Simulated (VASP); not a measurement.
# WSe2 (P-6m2) in VASP: notebook

The runs below take WSe2 through single point, relaxation of cell and atoms, with PBE+D3(BJ).

All numbers are computed with VASP 6.6.1; they aren't measurements. Logs are shortened: lines on timing, memory, paths and dates and some standing lists are left out, and cuts for length are marked.

## (1) The cell of the first run

The structure is hexagonal, space group P-6m2 (No. 187). The conventional cell has a = 3.279 Å, b = 3.279 Å, c = 7.006 Å, α = 90.00°, β = 90.00°, γ = 120.00°. W (site symmetry -6m2) has 6 Se at 2.53 Å and 6 W at 3.28 Å within 3.3 Å. Within 3.3 Å of Se (site symmetry 3m) lie 3 W at 2.53 Å and 6 Se at 3.28 Å.

## (2) Single point, PBE+D3(BJ)

INCAR

```
ALGO = Normal ; EDIFF = 1E-6
ENCUT = 520 ; GGA = PE
ISIF = 2 ; ISMEAR = 0
IVDW = 12 ; LASPH = True
LCHARG = True ; LELF = True
LREAL = False ; LVHAR = True
LWAVE = False ; NBANDS = 20
NELM = 100 ; PREC = Accurate
SIGMA = 0.02
```

KPOINTS

```
k-points
0
Gamma
  9 9 4
```

POSCAR

```
WSe2
1.0
    3.2789854852      0.0000000000      0.0000000000
   -1.6394927426      2.8396847288      0.0000000000
    0.0000000000      0.0000000000      7.0056186752
W Se
1 2
Direct
    0.0000000000      0.0000000000      0.0000000000
    0.3333333333      0.6666666667      0.2405528524
    0.3333333333      0.6666666667      0.7594471476
```

Potentials or basis: VASP PAW PBE potentials, release 64 (W_sv, Se).

The run is started by

```
cat potpaw_PBE.64/W_sv/POTCAR potpaw_PBE.64/Se/POTCAR > POTCAR
mpirun -np 1 vasp_std > vasp.out
```

OUTCAR:

```text
EDIFF = 1E-6
   ENCUT = 520
   GGA = PE
   ISIF = 2
   ISMEAR = 0
   IVDW = 12
   LASPH = True
   LREAL = False
   NELM = 100
   PREC = Accurate
 IVDW          = 12

 ion  position               nearest neighbor table
   1  0.000  0.000  0.000-   2 2.53   3 2.53   2 2.53   3 2.53   2 2.53   3 2.53
   2  0.333  0.667  0.241-   1 2.53   1 2.53   1 2.53
   3  0.333  0.667  0.759-   1 2.53   1 2.53   1 2.53

  LATTYP: Found a hexagonal cell.
 ALAT       =     3.2789854852
 C/A-ratio  =     2.1365201849

  Lattice vectors:

 A1 = (   3.2789854852,   0.0000000000,   0.0000000000)
 A2 = (  -1.6394927426,   2.8396847288,   0.0000000000)
 A3 = (   0.0000000000,   0.0000000000,   7.0056186752)

Analysis of symmetry for initial positions (statically):
=====================================================================
 Subroutine PRICEL returns:
 Original cell was already a primitive cell.

 Routine SETGRP: Setting up the symmetry group for a
 hexagonal supercell.

 Subroutine GETGRP returns: Found 12 space group operations
 (whereof 12 operations were pure point group operations)
 out of a pool of 24 trial point group operations.

The static configuration has the point symmetry D_3h.

Analysis of symmetry for dynamics (positions and initial velocities):
=====================================================================
 Subroutine PRICEL returns:
 Original cell was already a primitive cell.

 Routine SETGRP: Setting up the symmetry group for a
 hexagonal supercell.

 Subroutine GETGRP returns: Found 12 space group operations
 (whereof 12 operations were pure point group operations)
 out of a pool of 24 trial point group operations.

The dynamic configuration has the point symmetry D_3h.

 Subroutine INISYM returns: Found 12 space group operations
 (whereof 12 operations are pure point group operations),
 and found     1 'primitive' translations

----------------------------------------------------------------------------------------

                                     Primitive cell

  volume of cell :      65.2313

[... 80 lines left out ...]
 SYSTEM =  unknown system
   PREC   = accura    normal or accurate (medium, high low for compatibility)
   ISTART =      0    job   : 0-new  1-cont  2-samecut
   ICHARG =      2    charge: 1-file 2-atom 10-const
   ISPIN  =      1    spin polarized calculation?
   LNONCOLLINEAR =      F non collinear calculations
   LSORBIT =      F    spin-orbit coupling
   LASPH  =      T    aspherical Exc in radial PAW
   ENCUT  =  520.0 eV  38.22 Ry    6.18 a.u.   6.10  6.10 13.03*2*pi/ulx,y,z
   NELM   =    100;   NELMIN=  2; NELMDL= -5     # of ELM steps
   EDIFF  = 0.1E-05   stopping-criterion for ELM
   LREAL  =      F    real-space projection
   EDIFFG = 0.1E-04   stopping-criterion for IOM
   NSW    =      0    number of steps for IOM
   IBRION =     -1    ionic relax: 0-MD 1-quasi-New 2-CG
   NFREE  =      0    steps in history (QN), initial steepest desc. (CG)
   ISIF   =      2    stress and relaxation
   ISYM   =      2    0-nonsym 1-usesym 2-fastsym
   POTIM  = 0.5000    time-step for ionic-motion
   TEBEG  =    0.0;   TEEND  =   0.0 temperature during run
   PSTRESS=    0.0 pullay stress
   NELECT =      26.0000    total number of electrons
   NUPDOWN=      -1.0000    fix difference up-down
   EMIN   =  10.00;   EMAX   =-10.00  energy-range for DOS
   EFERMI =   0.00;   METHOD = LEGACY
   ISMEAR =     0;   SIGMA  =   0.02  broadening in eV -4-tet -1-fermi 0-gaus
   EFERMI_NEDOS =   21; number of points for ismear=-14 and -15
   IALGO  =     38    algorithm
   IMIX   =      4    mixing-type and parameters
     AMIX     =   0.40;   BMIX     =  1.00
     AMIX_MAG =   1.60;   BMIX_MAG =  1.00
  volume/ion in A,a.u.               =      21.74       146.73
  Fermi-wavevector in a.u.,A,eV,Ry     =   1.204797  2.276736 19.749347  1.451536
  Thomas-Fermi vector in A             =   2.340512
   LORBIT       =      0    0 simple, 1 ext, 2 COOP (PROOUT), +10 PAW based schemes
   GGA     = PE    functional components
   LHFCALC =     F    Hartree Fock is set to
   AEXX    =    0.0000 exact exchange contribution
   IVDW    =    12    specifies the selected vdW correction
   LEPSILON=     F    determine dielectric tensor
   LRPA    =     F    only Hartree local field effects (RPA)
 non-spin polarized calculation
 Gauss-broadening in eV      SIGMA  =   0.02
  energy-cutoff  :      520.00
  volume of cell :       65.23
 maximum number of plane-waves:      1776
   NGX = 13   NGY = 13   NGZ = 27

 number of electron      26.0000002 magnetization

 Free energy of the ion-electron system (eV)
  ---------------------------------------------------
  ext. energy  EPLUGINS =         0.00000000
  ---------------------------------------------------
  free energy    TOTEN  =       -21.55571581 eV

  energy without entropy =      -21.55571581  energy(sigma->0) =      -21.55571581

 E-fermi :   5.4890     XC(G=0): -10.2257

 val. band max:        5.3029264476   @ k =   0.0000   0.0000   0.5000
 cond. band min:       6.6351339743   @ k =   0.2222   0.1111   0.0000
 fundamental gap:      1.3322075267
 Fermi energy:         5.4890101068

 k-point     1 :       0.0000    0.0000    0.0000
  band No.  band energies     occupation
      1     -68.7887      2.00000
      2     -33.0425      2.00000
      3     -32.8985      2.00000
      4     -32.8985      2.00000
      5      -9.6590      2.00000
      6      -8.2749      2.00000
[... 541 lines left out ...]
     19      11.7464      0.00000
     20      14.5473      0.00000

 [... further k-points ...]

------------------------ aborting loop because EDIFF is reached ----------------------------------------

 Edisp (eV)   -1.29590

 E8    (eV) :    -0.5778

  FORCE on cell =-STRESS in cart. coord.  units (eV):
  Direction    XX          YY          ZZ          XY          YZ          ZX
  --------------------------------------------------------------------------------------
  -------------------------------------------------------------------------------------
  Total       0.10777     0.10777     0.15446     0.00000     0.00000     0.00000
  in kB       2.64709     2.64709     3.79376     0.00000     0.00000     0.00000
  external pressure =        3.03 kB  Pullay stress =        0.00 kB

 VOLUME and BASIS-vectors are now :
 -----------------------------------------------------------------------------
  energy-cutoff  :      520.00
  volume of cell :       65.23
      direct lattice vectors                 reciprocal lattice vectors
     3.278985485  0.000000000  0.000000000     0.304972378  0.176075884  0.000000000
    -1.639492743  2.839684729  0.000000000     0.000000000  0.352151769  0.000000000
     0.000000000  0.000000000  7.005618675     0.000000000  0.000000000  0.142742568

 POSITION                                       TOTAL-FORCE (eV/Angst)
 -----------------------------------------------------------------------------------
      0.00000      0.00000      0.00000        -0.000000     -0.000000      0.000000
     -0.00000      1.89312      1.68522        -0.000000      0.000000      0.048104
     -0.00000      1.89312      5.32040         0.000000     -0.000000     -0.048104
 -----------------------------------------------------------------------------------
    total drift:                                0.000000     -0.000000     -0.000000

  FREE ENERGIE OF THE ION-ELECTRON SYSTEM (eV)
  ---------------------------------------------------
  free  energy   TOTEN  =       -22.8516150064 eV

  energy  without entropy=      -22.8516150064  energy(sigma->0) =      -22.85161501
```

stdout:

```text
POSCAR found type information on POSCAR W Se
 POSCAR found :  2 types and       3 ions
 scaLAPACK will be used
 LDA part: xc-table for (Slater+PW92), standard interpolation
 POSCAR, INCAR and KPOINTS ok, starting setup
 FFT: planning ... GRIDC
 FFT: planning ... GRID_SOFT
 FFT: planning ... GRID
 WAVECAR not read
 entering main loop
```

It took 21 s on 1 thread of Intel Xeon Platinum 8488C (Sapphire Rapids), shared host; peak memory 0.21 GiB.

Results:

```yaml
Free_energy: -22.8516 eV
Pressure: 0.3 GPa
Largest_force: 0.048 eV/Å
Band_gap_on_the_k_mesh: 1.33 eV, indirect (least direct gap 1.64 eV)
Dispersion_energy_per_atom: -0.432 eV
```

Forces in eV/Å, atoms in the order of the input:
```
W    0.000  0.000  0.000
Se   0.000  0.000  0.048
Se   0.000  0.000 -0.048
```

Caveat: spin-orbit coupling is left out, which moves the levels of the heavy elements. A k mesh can miss the band edges.

## (3) Single point, PBE+D3(BJ)

This run uses another cell than the first one: it holds 6 atoms, not 3.

INCAR

```
SYSTEM = WSe2
PREC = Accurate ; ENCUT = 520
EDIFF = 1E-6 ; ISMEAR = 0
SIGMA = 0.05 ; LREAL = .FALSE.
LASPH = .TRUE. ; NELM = 80
ALGO = Normal ; ISIF = 2
LWAVE = .FALSE. ; LCHARG = .TRUE.
GGA = PE ; IVDW = 12
LELF = .TRUE. ; LVHAR = .TRUE.
NBANDS = 35
```

KPOINTS

```
Automatic mesh
0
G
  9 9 2
  0 0 0
```

POSCAR

```
WSe2
1.0
   -3.2789854852      0.0000000000      0.0000000000
   -1.6394927426     -2.8396847288      0.0000000000
    0.0000000000      0.0000000000     14.0112373504
W Se
2 4
Direct
    0.0000000000      0.0000000000      0.0000000000
    0.0000000000      0.0000000000      0.5000000000
    0.3333333333      0.3333333333      0.1202764262
    0.3333333333      0.3333333333      0.6202764262
    0.3333333333      0.3333333333      0.3797235738
    0.3333333333      0.3333333333      0.8797235738
```

Potentials or basis: VASP PAW PBE potentials, release 64 (W_sv, Se).

The run is started by

```
cat potpaw_PBE.64/W_sv/POTCAR potpaw_PBE.64/Se/POTCAR > POTCAR
mpirun -np 1 vasp_std > vasp.out
```

OUTCAR:

```text
SYSTEM = WSe2
   PREC = Accurate
   ENCUT = 520
   EDIFF = 1E-6
   ISMEAR = 0
   LREAL = .FALSE.
   LASPH = .TRUE.
   NELM = 80
   ISIF = 2
   GGA = PE
   IVDW = 12
 IVDW          = 12

 ion  position               nearest neighbor table
   1  0.000  0.000  0.000-   3 2.53   6 2.53   3 2.53   6 2.53   3 2.53   6 2.53
   2  0.000  0.000  0.500-   4 2.53   5 2.53   4 2.53   5 2.53   4 2.53   5 2.53
   3  0.333  0.333  0.120-   1 2.53   1 2.53   1 2.53
   4  0.333  0.333  0.620-   2 2.53   2 2.53   2 2.53
   5  0.333  0.333  0.380-   2 2.53   2 2.53   2 2.53
   6  0.333  0.333  0.880-   1 2.53   1 2.53   1 2.53

  LATTYP: Found a hexagonal cell.
 ALAT       =     3.2789854852
 C/A-ratio  =     4.2730403699

  Lattice vectors:

 A1 = (   1.6394927426,   2.8396847288,   0.0000000000)
 A2 = (  -3.2789854852,   0.0000000000,   0.0000000000)
 A3 = (   0.0000000000,   0.0000000000,  14.0112373504)

Analysis of symmetry for initial positions (statically):
=====================================================================
 Subroutine PRICEL returns following result:

  LATTYP: Found a hexagonal cell.
 ALAT       =     3.2789854852
 C/A-ratio  =     2.1365201849
[... 194 lines left out ...]
 fundamental gap:      1.3322262898
 Fermi energy:         5.6671358542

 k-point     1 :       0.0000    0.0000    0.0000
  band No.  band energies     occupation
      1     -68.7886      2.00000
      2     -68.7886      2.00000
      3     -33.0424      2.00000
      4     -33.0424      2.00000
      5     -32.8985      2.00000
      6     -32.8985      2.00000
[... 901 lines left out ...]
     34      10.3524      0.00000
     35      10.7972      0.00000

------------------------ aborting loop because EDIFF is reached ----------------------------------------

 Edisp (eV)   -2.59180

 E8    (eV) :    -1.1556

  FORCE on cell =-STRESS in cart. coord.  units (eV):
  Direction    XX          YY          ZZ          XY          YZ          ZX
  --------------------------------------------------------------------------------------
  -------------------------------------------------------------------------------------
  Total       0.21315     0.21315     0.31442     0.00000     0.00000     0.00000
  in kB       2.61759     2.61759     3.86135     0.00000     0.00000     0.00000
  external pressure =        3.03 kB  Pullay stress =        0.00 kB

 VOLUME and BASIS-vectors are now :
 -----------------------------------------------------------------------------
  energy-cutoff  :      520.00
  volume of cell :      130.46
      direct lattice vectors                 reciprocal lattice vectors
    -3.278985485  0.000000000  0.000000000    -0.304972378  0.176075884  0.000000000
    -1.639492743 -2.839684729  0.000000000     0.000000000 -0.352151769  0.000000000
     0.000000000  0.000000000 14.011237350     0.000000000  0.000000000  0.071371284

 POSITION                                       TOTAL-FORCE (eV/Angst)
 -----------------------------------------------------------------------------------
      0.00000      0.00000      0.00000        -0.000000     -0.000000      0.000000
      0.00000      0.00000      7.00562        -0.000000     -0.000000      0.000000
     -1.63949     -0.94656      1.68522         0.000000      0.000000      0.048386
     -1.63949     -0.94656      8.69084        -0.000000      0.000000      0.048386
     -1.63949     -0.94656      5.32040         0.000000      0.000000     -0.048386
     -1.63949     -0.94656     12.32602         0.000000      0.000000     -0.048386
 -----------------------------------------------------------------------------------
    total drift:                               -0.000000     -0.000000     -0.000000

  FREE ENERGIE OF THE ION-ELECTRON SYSTEM (eV)
  ---------------------------------------------------
  free  energy   TOTEN  =       -45.7033817946 eV

  energy  without entropy=      -45.7033817946  energy(sigma->0) =      -45.70338179
```

OSZICAR:

```text
N       E                     dE             d eps       ncg     rms          rms(c)
DAV:   1     0.476619734433E+03    0.47662E+03   -0.25843E+04  1800   0.143E+03
DAV:   2    -0.133804439692E+02   -0.49000E+03   -0.47194E+03  1997   0.384E+02
DAV:   3    -0.443228800352E+02   -0.30942E+02   -0.30438E+02  2058   0.891E+01
DAV:   4    -0.450382424450E+02   -0.71536E+00   -0.71124E+00  2042   0.139E+01
DAV:   5    -0.450495097137E+02   -0.11267E-01   -0.11219E-01  2049   0.184E+00    0.298E+01
DAV:   6    -0.435237241986E+02    0.15258E+01   -0.58426E+00  1885   0.160E+01    0.106E+01
DAV:   7    -0.432870327880E+02    0.23669E+00   -0.28203E+00  1765   0.806E+00    0.559E+00
DAV:   8    -0.431089636009E+02    0.17807E+00   -0.37542E-01  1849   0.427E+00    0.127E+00
DAV:   9    -0.431125993997E+02   -0.36358E-02   -0.65042E-02  1994   0.121E+00    0.933E-01
DAV:  10    -0.431114649333E+02    0.11345E-02   -0.14402E-02  1876   0.806E-01    0.141E-01
DAV:  11    -0.431115421993E+02   -0.77266E-04   -0.18276E-03  1899   0.275E-01    0.178E-01
DAV:  12    -0.431115244954E+02    0.17704E-04   -0.83719E-05  1964   0.541E-02    0.106E-01
DAV:  13    -0.431115775450E+02   -0.53050E-04   -0.10763E-04  1817   0.552E-02    0.870E-03
DAV:  14    -0.431115828507E+02   -0.53058E-05   -0.10128E-05  1801   0.143E-02    0.950E-03
DAV:  15    -0.431115833992E+02   -0.54847E-06   -0.11929E-06  1491   0.593E-03
   1 F= -.45703382E+02 E0= -.45703382E+02  d E =-.178792E-26
```

stdout:

```text
POSCAR found type information on POSCAR W Se
 POSCAR found :  2 types and       6 ions
 scaLAPACK will be used
 LDA part: xc-table for (Slater+PW92), standard interpolation
 POSCAR, INCAR and KPOINTS ok, starting setup
 FFT: planning ... GRIDC
 FFT: planning ... GRID_SOFT
 FFT: planning ... GRID
 WAVECAR not read
 entering main loop
```

It took 79 s on 1 thread of Intel Xeon Platinum 8488C (Sapphire Rapids), shared host; peak memory 0.29 GiB.

What came out:

| Quantity | Value |
| --- | --- |
| Free energy | -45.7034 eV |
| Pressure | 0.3 GPa |
| Largest force | 0.048 eV/Å |
| Band gap on the k mesh | 1.33 eV |
| Dispersion energy per atom | -0.432 eV |

Forces in eV/Å, atoms in the order of the input:
```
W    0.000  0.000  0.000
W    0.000  0.000  0.000
Se   0.000  0.000  0.048
Se   0.000  0.000  0.048
Se   0.000  0.000 -0.048
Se   0.000  0.000 -0.048
```

Stress tensor (GPa, compression positive):
```
0.26 0.00 0.00
0.00 0.26 0.00
0.00 0.00 0.39
```

Caveat: spin-orbit coupling is left out, which moves the levels of the heavy elements.

## (4) Single point, PBE+D3(BJ)

This run uses another cell than the first one: it holds 6 atoms, not 3.

INCAR

```
  PREC = Accurate
  ENCUT = 520
  EDIFF = 1E-6
  ISMEAR = 0
  SIGMA = 0.05
  LREAL = F
  LASPH = T
  NELM = 60
  ALGO = Normal
  ISIF = 2
  LWAVE = F
  LCHARG = F
  GGA = PE
  IVDW = 12
  NBANDS = 35
```

KPOINTS

```
regular mesh
0
Gamma
  9 9 2
```

POSCAR is that of step 3.

The run is started by

```
cat potpaw_PBE.64/W_sv/POTCAR potpaw_PBE.64/Se/POTCAR > POTCAR
mpirun -np 1 vasp_std > vasp.out
```

Run time: 78 s. Hardware: 1 thread of Intel Xeon Platinum 8488C (Sapphire Rapids), shared host; peak memory 0.29 GiB.

The run converged. Its results:

```yaml
Free_energy: -45.7034 eV
Pressure: 0.3 GPa
Largest_force: 0.048 eV/Å
Band_gap_on_the_k_mesh: 1.33 eV
Dispersion_energy_per_atom: -0.432 eV
```

Forces in eV/Å, atoms in the order of the input:
```
W    0.000  0.000  0.000
W    0.000  0.000  0.000
Se   0.000  0.000  0.048
Se   0.000  0.000  0.048
Se   0.000  0.000 -0.048
Se   0.000  0.000 -0.048
```

Stress tensor (GPa, compression positive):
```
0.26 0.00 0.00
0.00 0.26 0.00
0.00 0.00 0.39
```

Levels at points of the mesh, in eV from the valence-band top:
| k point | band 24 | band 25 | band 26 | band 27 | band 28 | band 29 |
| --- | --- | --- | --- | --- | --- | --- |
| (0.00, 0.00, 0.00) | -1.21 | -0.91 | 0.00 | 2.89 | 2.89 | 2.98 |
| (0.00, 0.00, 0.50) | -1.23 | -0.26 | -0.26 | 2.92 | 2.92 | 2.92 |

Caveat: spin-orbit coupling is left out, which moves the levels of the heavy elements. A k mesh can miss the band edges.

[end of part 1 of 2]
